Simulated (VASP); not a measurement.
Wanted: the native input for a VASP 6.6.1 run.

* Task: relaxation of cell and atoms
* Functional: PBE
* Potentials or basis: VASP PAW PBE potentials, release 64 (Ga_d, Sn_d, Se)
* Cutoff: 600 eV
* k mesh: 4 × 4 × 4
* Occupations: gaussian, width 0.1 eV
* Spin: no spin polarisation
* Dipole correction: no
* Further INCAR settings: ALGO = Normal; EDIFF = 1e-07; IBRION = 2; EDIFFG = -0.04; NSW = 90; ISIF = 3

The structure of Ga2SnSe3 lies in POSCAR:

```
Ga2SnSe3
1.0
    4.2864114200      0.0000000000      0.0000000000
    0.0000000000      4.2864114200      0.0000000000
    0.0000000000      0.0000000000      5.0179005700
Ga Sn Se
2 1 3
Direct
    0.0000000000      0.0000000000      0.7184213900
    0.0000000000      0.0000000000      0.2815786100
    0.0000000000      0.0000000000      0.0000000000
    0.0000000000      0.5000000000      0.5000000000
    0.5000000000      0.0000000000      0.5000000000
    0.5000000000      0.5000000000      0.0000000000
```

The cell was generated, and may not be a known phase.

These files were run (other wordings do the same):

INCAR

```
SYSTEM = Ga2SnSe3
ALGO     = Normal         ! electronic algorithm
EDIFF    = 1E-7           ! SCF threshold, eV
EDIFFG   = -0.04          ! ionic threshold
ENCUT    = 600            ! plane-wave cutoff, eV
GGA      = PE             ! functional
IBRION   = 2              ! ionic algorithm
ISIF     = 3              ! what is computed and relaxed
ISMEAR   = 0              ! smearing method
LASPH    = .TRUE.         ! aspherical terms in the spheres
LCHARG   = .FALSE.        ! write CHGCAR
LREAL    = .FALSE.        ! projectors in reciprocal space
LWAVE    = .FALSE.        ! write WAVECAR
NELM     = 100            ! most SCF steps
NSW      = 90             ! ionic steps
PREC     = Accurate       ! precision mode
SIGMA    = 0.1            ! smearing width, eV
```

KPOINTS

```
k-points
0
G
  4 4 4
  0 0 0
```

Potentials or basis: VASP PAW PBE potentials, release 64 (Ga_d, Sn_d, Se).

Launch:

```console
$ cat potpaw_PBE.64/Ga_d/POTCAR potpaw_PBE.64/Sn_d/POTCAR potpaw_PBE.64/Se/POTCAR > POTCAR
$ mpirun -np 1 vasp_std > vasp.out
```

It gave:

| Quantity | Value |
| --- | --- |
| Relaxed volume | 27.10 Å³/atom |
| Relaxed cell | a = 4.314 Å, b = 4.314 Å, c = 8.737 Å, α = 90.00°, β = 90.00°, γ = 90.00° |
| Space group after relaxing (to 0.1 Å) | P4/mmm (No. 123) |
| Pressure after relaxing | 0.0 GPa |
| Largest force after relaxing | 0.027 eV/Å |
| Band gap on the k mesh | zero (bands 29 and 30 overlap by 1.30 eV) |

Caveat: the k points lie up to 0.36 Å⁻¹ apart in the final cell, too coarse for converged energies and pressures of a metal; the volume moved by over 15 % at a fixed basis, so the end points are rough; spin-orbit coupling is left out, which moves the levels of the heavy elements.

It took 22 min on 1 thread of Intel(R) Xeon(R) Platinum 8488C (Sapphire Rapids), on a shared host, peak memory 0.27 GiB.
